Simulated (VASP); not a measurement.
A run of VASP 6.6.1 is set up as follows.

Contents of POSCAR:

```
TiSi2
1.0
    0.0000000000      4.0361348151      4.2055199291
    2.3501542809      0.0000000000      4.2055199291
    2.3501542809      4.0361348151      0.0000000000
Ti Si
2 4
Direct
    0.7500000000      0.7500000000      0.7500000000
    0.5000000000      0.5000000000      0.5000000000
    0.0869652566      0.4130347434      0.0869652566
    0.4130347434      0.0869652566      0.4130347434
    0.1630347434      0.8369652566      0.1630347434
    0.8369652566      0.1630347434      0.8369652566
```

Contents of INCAR.step1:

```
ALGO = Normal
EDIFF = 1E-4
ENCUT = 520
GGA = PE
ISMEAR = 0
LASPH = T
LCHARG = F
LREAL = F
LWAVE = T
NBANDS = 29
NELM = 60
PREC = Accurate
SIGMA = 0.1
```

File INCAR.step2:

```
ALGO = Normal
EDIFF = 1E-6
ENCUT = 520
ISIF = 2
ISMEAR = 0
ISTART = 1
LASPH = T
LCHARG = T
LELF = T
LMIXTAU = T
LREAL = F
LVHAR = T
LWAVE = F
METAGGA = R2SCAN
NBANDS = 29
NELM = 60
PREC = Accurate
SIGMA = 0.1
```

Contents of KPOINTS:

```
k-points
0
Gamma
  10 10 10
```

Potentials or basis: VASP PAW PBE potentials, release 64 (Ti_sv, Si).

Run with:

```bash
$ cat potpaw_PBE.64/Ti_sv/POTCAR potpaw_PBE.64/Si/POTCAR > POTCAR
$ cp INCAR.step1 INCAR
$ mpirun -np 1 vasp_std > vasp.out
$ cp INCAR.step2 INCAR
$ mpirun -np 1 vasp_std > vasp.out
```

Q: What does it give for the largest force?

A: 0.005 eV/Å.

Q: Predict the band gap on the k mesh.

A: Zero (bands 20 and 21 overlap by 2.12 eV).

Stress tensor (GPa, compression positive):
```
8.47 0.00 0.00
0.00 8.40 0.00
0.00 0.00 8.27
```

Caveat: the cell stands under pressure; the PAW data sets were made with another functional, which shifts forces and pressure a little.
